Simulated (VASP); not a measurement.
# Pb (Fm-3m) in VASP: single point with LDA

Aim: the single point of Pb with LDA.

Program: VASP 6.6.1. These are calculated values, not measurements. Logs are shortened: lines on timing, memory, paths and dates and some standing lists are left out, and cuts for length are marked.

## 1. The cell of the first run

Symmetry: Fm-3m, No. 225, cubic system. The conventional cell has a = 4.950 Å, b = 4.950 Å, c = 4.950 Å, α = 90.00°, β = 90.00°, γ = 90.00°. Within 4.6 Å of Pb (site symmetry m-3m) lie 12 Pb at 3.50 Å.

## 2. Single point, LDA

Contents of INCAR:

```
PREC = Accurate
ENCUT = 500
EDIFF = 1E-6
ISMEAR = -1
SIGMA = 0.0272
LREAL = F
LASPH = T
NELM = 120
ALGO = Normal
ISIF = 2
LWAVE = F
LCHARG = F
GGA = CA
NBANDS = 13
GGA_COMPAT = F
```

Contents of KPOINTS:

```
Automatic mesh
0
Gamma
  10 10 10
```

Contents of POSCAR:

```
Pb
1.0
    0.0000000000      2.4750200000      2.4750200000
    2.4750200000      0.0000000000      2.4750200000
    2.4750200000      2.4750200000      0.0000000000
Pb
1
Direct
    0.0000000000      0.0000000000      0.0000000000
```

Potentials or basis: VASP PAW LDA potentials, release 64 (Pb_d).

On the command line:

```console
> cat potpaw_LDA.64/Pb_d/POTCAR > POTCAR
> mpirun -np 1 vasp_std > vasp.out
```

OUTCAR:

```text
PREC = Accurate
   ENCUT = 500
   EDIFF = 1E-6
   ISMEAR = -1
   LREAL = F
   LASPH = T
   NELM = 120
   ISIF = 2
   GGA = CA

 ion  position               nearest neighbor table
   1  0.000  0.000  0.000-

  LATTYP: Found a face centered cubic cell.
 ALAT       =     4.9500400000

  Lattice vectors:

 A1 = (   0.0000000000,   2.4750200000,   2.4750200000)
 A2 = (   2.4750200000,   0.0000000000,   2.4750200000)
 A3 = (   2.4750200000,   2.4750200000,   0.0000000000)

Analysis of symmetry for initial positions (statically):
=====================================================================
 Subroutine PRICEL returns:
 Original cell was already a primitive cell.

 Routine SETGRP: Setting up the symmetry group for a
 face centered cubic supercell.

 Subroutine GETGRP returns: Found 48 space group operations
 (whereof 48 operations were pure point group operations)
 out of a pool of 48 trial point group operations.

The static configuration has the point symmetry O_h .

Analysis of symmetry for dynamics (positions and initial velocities):
=====================================================================
 Subroutine PRICEL returns:
 Original cell was already a primitive cell.

 Routine SETGRP: Setting up the symmetry group for a
 face centered cubic supercell.

 Subroutine GETGRP returns: Found 48 space group operations
 (whereof 48 operations were pure point group operations)
 out of a pool of 48 trial point group operations.

The dynamic configuration has the point symmetry O_h .

 Subroutine INISYM returns: Found 48 space group operations
 (whereof 48 operations are pure point group operations),
 and found     1 'primitive' translations

----------------------------------------------------------------------------------------

                                     Primitive cell

  volume of cell :      30.3226

  direct lattice vectors                    reciprocal lattice vectors
     0.000000000  2.475020000  2.475020000    -0.202018570  0.202018570  0.202018570
     2.475020000  0.000000000  2.475020000     0.202018570 -0.202018570  0.202018570
     2.475020000  2.475020000  0.000000000     0.202018570  0.202018570 -0.202018570

  length of vectors
     3.500206851  3.500206851  3.500206851     0.349906427  0.349906427  0.349906427

  position of ions in fractional coordinates (direct lattice)
     0.000000000  0.000000000  0.000000000

  ion indices of the primitive-cell ions
   primitive index   ion index
                 1           1

----------------------------------------------------------------------------------------

 KPOINTS: Automatic mesh

Automatic generation of k-mesh.
 Grid dimensions read from file:
 generate k-points for:   10   10   10

 Generating k-lattice:

  Cartesian coordinates                     Fractional coordinates (reciprocal lattice)
    -0.020201857  0.020201857  0.020201857     0.100000000  0.000000000  0.000000000
     0.020201857 -0.020201857  0.020201857     0.000000000  0.100000000  0.000000000
     0.020201857  0.020201857 -0.020201857     0.000000000  0.000000000  0.100000000

  Length of vectors
     0.034990643  0.034990643  0.034990643

  Shift w.r.t. Gamma in fractional coordinates (k-lattice)
     0.000000000  0.000000000  0.000000000

 Subroutine IBZKPT returns following result:
 ===========================================

 Found     47 irreducible k-points:

 Following reciprocal coordinates:
            Coordinates               Weight
  0.000000  0.000000  0.000000      1.000000
  0.100000  0.000000  0.000000      8.000000
  0.200000  0.000000  0.000000      8.000000
  0.300000  0.000000  0.000000      8.000000
  0.400000  0.000000  0.000000      8.000000
  0.500000  0.000000  0.000000      4.000000
[... 16 lines left out ...]
  0.300000  0.300000  0.000000      6.000000
  0.400000  0.300000  0.000000     24.000000
 [... further k-points ...]
   k-points           NKPTS =     47   k-points in BZ     NKDIM =     47   number of bands    NBANDS=     13
   number of dos      NEDOS =    301   number of ions     NIONS =      1
   total plane-waves  NPLWV =  21952
   dimension x,y,z NGX =    28 NGY =   28 NGZ =   28
   dimension x,y,z NGXF=    56 NGYF=   56 NGZF=   56
   ions per type =               1
   NGX,Y,Z   is equivalent  to a cutoff of  13.30, 13.30, 13.30 a.u.
   NGXF,Y,Z  is equivalent  to a cutoff of  26.60, 26.60, 26.60 a.u.
 SYSTEM =  unknown system
   PREC   = accura    normal or accurate (medium, high low for compatibility)
   ISTART =      0    job   : 0-new  1-cont  2-samecut
   ICHARG =      2    charge: 1-file 2-atom 10-const
   ISPIN  =      1    spin polarized calculation?
   LNONCOLLINEAR =      F non collinear calculations
   LSORBIT =      F    spin-orbit coupling
   LASPH  =      T    aspherical Exc in radial PAW
   ENCUT  =  500.0 eV  36.75 Ry    6.06 a.u.   6.38  6.38  6.38*2*pi/ulx,y,z
   NELM   =    120;   NELMIN=  2; NELMDL= -5     # of ELM steps
   EDIFF  = 0.1E-05   stopping-criterion for ELM
   LREAL  =      F    real-space projection
   EDIFFG = 0.1E-04   stopping-criterion for IOM
   NSW    =      0    number of steps for IOM
   IBRION =     -1    ionic relax: 0-MD 1-quasi-New 2-CG
   NFREE  =      0    steps in history (QN), initial steepest desc. (CG)
   ISIF   =      2    stress and relaxation
   ISYM   =      2    0-nonsym 1-usesym 2-fastsym
   POTIM  = 0.5000    time-step for ionic-motion
   TEBEG  =    0.0;   TEEND  =   0.0 temperature during run
   PSTRESS=    0.0 pullay stress
   NELECT =      14.0000    total number of electrons
   NUPDOWN=      -1.0000    fix difference up-down
   EMIN   =  10.00;   EMAX   =-10.00  energy-range for DOS
   EFERMI =   0.00;   METHOD = LEGACY
   ISMEAR =    -1;   SIGMA  =   0.03  broadening in eV -4-tet -1-fermi 0-gaus
   EFERMI_NEDOS =   21; number of points for ismear=-14 and -15
   IALGO  =     38    algorithm
   IMIX   =      4    mixing-type and parameters
     AMIX     =   0.40;   BMIX     =  1.00
     AMIX_MAG =   1.60;   BMIX_MAG =  1.00
  volume/ion in A,a.u.               =      30.32       204.63
  Fermi-wavevector in a.u.,A,eV,Ry     =   1.265306  2.391081 21.782907  1.600999
  Thomas-Fermi vector in A             =   2.398566
   LORBIT       =      0    0 simple, 1 ext, 2 COOP (PROOUT), +10 PAW based schemes
   GGA     = CA    functional components
   LHFCALC =     F    Hartree Fock is set to
   AEXX    =    0.0000 exact exchange contribution
   IVDW    =     0    specifies the selected vdW correction
   LEPSILON=     F    determine dielectric tensor
   LRPA    =     F    only Hartree local field effects (RPA)
 non-spin polarized calculation
  energy-cutoff  :      500.00
  volume of cell :       30.32
 maximum number of plane-waves:       785
 NGX is ok and might be reduce to    28
   NGX = 13   NGY = 13   NGZ = 13

 number of electron      13.9999999 magnetization

 Free energy of the ion-electron system (eV)
  ---------------------------------------------------
  ext. energy  EPLUGINS =         0.00000000
  ---------------------------------------------------
  free energy    TOTEN  =        -4.24514392 eV

  energy without entropy =       -4.24290319  energy(sigma->0) =       -4.24402355

 E-fermi :   7.0634     XC(G=0): -10.4561

 val. band max:        6.7479763399   @ k =  -0.4000   0.4000   0.1000
 cond. band min:       7.0716250197   @ k =  -0.3000   0.3000   0.1000
 fundamental gap:      0.3236486798
 Fermi energy:         7.0633794130

 k-point     1 :       0.0000    0.0000    0.0000
  band No.  band energies     occupation
      1     -10.0083      2.00000
      2     -10.0083      2.00000
      3     -10.0083      2.00000
      4      -9.8657      2.00000
      5      -9.8657      2.00000
      6      -4.7603      2.00000
      7      14.3522      0.00000
      8      14.3522      0.00000
      9      14.3522      0.00000
     10      16.8355      0.00000
     11      18.4738      0.00000
     12      19.5187      0.00000
     13      19.5187      0.00000

 k-point     2 :       0.1000    0.0000    0.0000
  band No.  band energies     occupation
      1     -10.0087      2.00000
      2      -9.9944      2.00000
      3      -9.9944      2.00000
      4      -9.8662      2.00000
      5      -9.8662      2.00000
      6      -4.5680      2.00000
      7      12.3639      0.00000
      8      14.1227      0.00000
      9      14.1227      0.00000
     10      16.4871      0.00000
     11      19.2822      0.00000
     12      19.9273      0.00000
     13      19.9273      0.00000

 k-point     3 :       0.2000    0.0000    0.0000
  band No.  band energies     occupation
      1     -10.0125      2.00000
      2      -9.9733      2.00000
      3      -9.9733      2.00000
      4      -9.8514      2.00000
      5      -9.8514      2.00000
      6      -3.9914      2.00000
      7       9.2542      0.00000
      8      13.6045      0.00000
      9      13.6045      0.00000
     10      16.1566      0.00000
     11      19.2174      0.00000
     12      19.8576      0.00000
     13      19.8576      0.00000

 k-point     4 :       0.3000    0.0000    0.0000
  band No.  band energies     occupation
      1     -10.0219      2.00000
      2      -9.9767      2.00000
      3      -9.9767      2.00000
      4      -9.8024      2.00000
      5      -9.8024      2.00000
      6      -3.0517      2.00000
      7       6.3420      2.00000
      8      13.0602      0.00000
      9      13.0602      0.00000
     10      16.0158      0.00000
     11      17.9767      0.00000
     12      18.9792      0.00000
     13      18.9792      0.00000

 k-point     5 :       0.4000    0.0000    0.0000
  band No.  band energies     occupation
      1     -10.0327      2.00000
      2      -9.9905      2.00000
      3      -9.9905      2.00000
      4      -9.7508      2.00000
      5      -9.7508      2.00000
      6      -1.8792      2.00000
      7       3.9514      2.00000
      8      12.6647      0.00000
      9      12.6647      0.00000
     10      16.0916      0.00000
     11      17.0586      0.00000
     12      18.4327      0.00000
     13      18.4327      0.00000
[... 257 lines left out ...]
 k-point    22 :      -0.2000    0.2000    0.0000
  band No.  band energies     occupation
      1      -9.9938      2.00000
      2      -9.9812      2.00000
      3      -9.8949      2.00000
      4      -9.8943      2.00000
      5      -9.7885      2.00000
      6      -2.7465      2.00000
      7       7.2156      0.00740
      8       8.9200      0.00000
      9      13.4149      0.00000
     10      16.3245      0.00000
     11      18.5695      0.00000
     12      19.6028      0.00000
     13      20.2516      0.00000

 k-point    23 :       0.3000    0.3000    0.0000
  band No.  band energies     occupation
      1     -10.1167      2.00000
      2      -9.9989      2.00000
      3      -9.8083      2.00000
      4      -9.8083      2.00000
      5      -9.7841      2.00000
      6      -2.4818      2.00000
      7       7.8769      0.00000
      8      10.2706      0.00000
      9      10.2706      0.00000
     10      13.8568      0.00000
     11      14.3285      0.00000
     12      24.4252      0.00000
     13      24.4253      0.00000

 k-point    24 :       0.4000    0.3000    0.0000
  band No.  band energies     occupation
      1     -10.1222      2.00000
      2     -10.0211      2.00000
      3      -9.8058      2.00000
      4      -9.7772      2.00000
      5      -9.7372      2.00000
      6      -1.5993      2.00000
      7       6.2950      2.00000
      8       9.0363      0.00000
      9       9.8725      0.00000
     10      13.5730      0.00000
     11      15.0566      0.00000
     12      23.7313      0.00000
     13      23.8501      0.00000

 [... further k-points ...]

------------------------ aborting loop because EDIFF is reached ----------------------------------------

  FORCE on cell =-STRESS in cart. coord.  units (eV):
  Direction    XX          YY          ZZ          XY          YZ          ZX
  --------------------------------------------------------------------------------------
  -------------------------------------------------------------------------------------
  Total       -0.4185624     -0.4185624     -0.4185624      0.0000000      0.0000000     -0.0000000
  in kB      -22.1159003    -22.1159003    -22.1159003      0.0000000      0.0000000     -0.0000000
  external PRESSURE =     -22.1159003 kB  Pullay stress =       0.0000000 kB

 VOLUME and BASIS-vectors are now :
 -----------------------------------------------------------------------------
  energy-cutoff  :      500.00
  volume of cell :       30.32
      direct lattice vectors                 reciprocal lattice vectors
     0.000000000  2.475020000  2.475020000    -0.202018570  0.202018570  0.202018570
     2.475020000  0.000000000  2.475020000     0.202018570 -0.202018570  0.202018570
     2.475020000  2.475020000  0.000000000     0.202018570  0.202018570 -0.202018570

 POSITION                                       TOTAL-FORCE (eV/Angst)
 -----------------------------------------------------------------------------------
      0.00000      0.00000      0.00000         0.000000      0.000000      0.000000
 -----------------------------------------------------------------------------------
    total drift:                               -0.000000     -0.000000     -0.000000

  FREE ENERGIE OF THE ION-ELECTRON SYSTEM (eV)
  ---------------------------------------------------
  free  energy   TOTEN  =        -4.2451439219 eV

  energy  without entropy=       -4.2429031858  energy(sigma->0) =       -4.24402355
```

It took 7.1 s on 1 thread of Intel Xeon 6975P-C (Granite Rapids), shared host; peak memory 0.14 GiB.

Results:

| Quantity | Value |
| --- | --- |
| Free energy | -4.2451 eV |
| Pressure | -2.2 GPa |
| Band gap on the k mesh | zero (band 7 reaches 14.35 eV, above the bottom of band 8 at 5.41 eV) |

Caveat: spin-orbit coupling is left out, which moves the levels of the heavy elements.
